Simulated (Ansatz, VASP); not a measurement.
# Two plane-wave programs on BaTiO3

POSCAR

```
BaTiO3
1.0
    3.9940387829      0.0000000000      0.0000000000
    0.0000000000      3.9940387829      0.0000000000
    0.0000000000      0.0000000000      4.1138599464
Ba Ti O
1 1 3
Direct
    0.5000000000      0.5000000000      0.5000000000
    0.0000000000      0.0000000000      0.0000000000
    0.5000000000      0.0000000000      0.0000000000
    0.0000000000      0.5000000000      0.0000000000
    0.0000000000      0.0000000000      0.5000000000
```

File INCAR.step1:

```
SYSTEM = BaTiO3
ALGO = Normal
EDIFF = 1E-4
ENCUT = 520
GGA = PE
ISMEAR = 0
LASPH = .True.
LCHARG = .False.
LREAL = .False.
LWAVE = .True.
NBANDS = 28
NELM = 60
PREC = Accurate
SIGMA = 0.02
```

File INCAR.step2:

```
SYSTEM = BaTiO3
ALGO = Normal
EDIFF = 1E-7
ENCUT = 520
ISIF = 2
ISMEAR = 0
ISTART = 1
LASPH = .True.
LCHARG = .True.
LELF = .True.
LMIXTAU = .True.
LREAL = .False.
LVHAR = .True.
LWAVE = .False.
METAGGA = R2SCAN
NBANDS = 28
NELM = 60
PREC = Accurate
SIGMA = 0.02
```

Contents of KPOINTS:

```
k-points
0
Gamma
  8 8 8
  0 0 0
```

Input for Ansatz:

```yaml
crystal:
  lattice:
    - [3.9940387829, 0.0, 0.0]
    - [0.0, 3.9940387829, 0.0]
    - [0.0, 0.0, 4.1138599464]
  atoms:
    - { symbol: Ba, position: [0.5, 0.5, 0.5] }
    - { symbol: Ti, position: [0.0, 0.0, 0.0] }
    - { symbol: O, position: [0.5, 0.0, 0.0] }
    - { symbol: O, position: [0.0, 0.5, 0.0] }
    - { symbol: O, position: [0.0, 0.0, 0.5] }
basis:
  ecutwfc: 500
kpoints:
  mp_grid: { grid: [8, 8, 8] }
  band_path: { path: [VBM, CBM], npoints: 2 }
hamiltonian:
  xc: r2scan
scf:
  occupations: { method: gaussian, width: 0.02 }
output:
  forces: true
  stress: true
  eigenvalues: true
checkpoint:
  read: start.run
  write: ck
  compress: false
  write_wavefunctions: false
  write_every: 100000
```

Alike in both runs: task single point; functional r2SCAN; k mesh 8 × 8 × 8; occupations gaussian, width 0.02 eV; no spin polarisation.

|  | VASP | Ansatz |
| --- | --- | --- |
| version | VASP 6.6.1 | Ansatz 0.2.0 |
| potentials or method | VASP PAW PBE potentials, release 64 (Ba_sv, Ti_sv, O), cutoff 520 eV | scalar-relativistic, plane waves, PAW |
| valence electrons in the cell | 40 | 40 |

|  | VASP | Ansatz | Ansatz less VASP |
| --- | --- | --- | --- |
| gap on the k mesh at the Fermi level (eV) | 2.03 | 2.04 | +0.017 |
| least direct gap on the mesh (eV) | 2.23 | 2.21 | -0.017 |
| pressure (GPa) | -3.0 | -4.8 | -1.79 |
| traceless stress, the component that is largest in VASP (GPa) | -3.45 | -3.31 | +0.134 |

VASP's potentials were made for PBE, not for r2SCAN.

Neither program's run includes spin-orbit coupling.
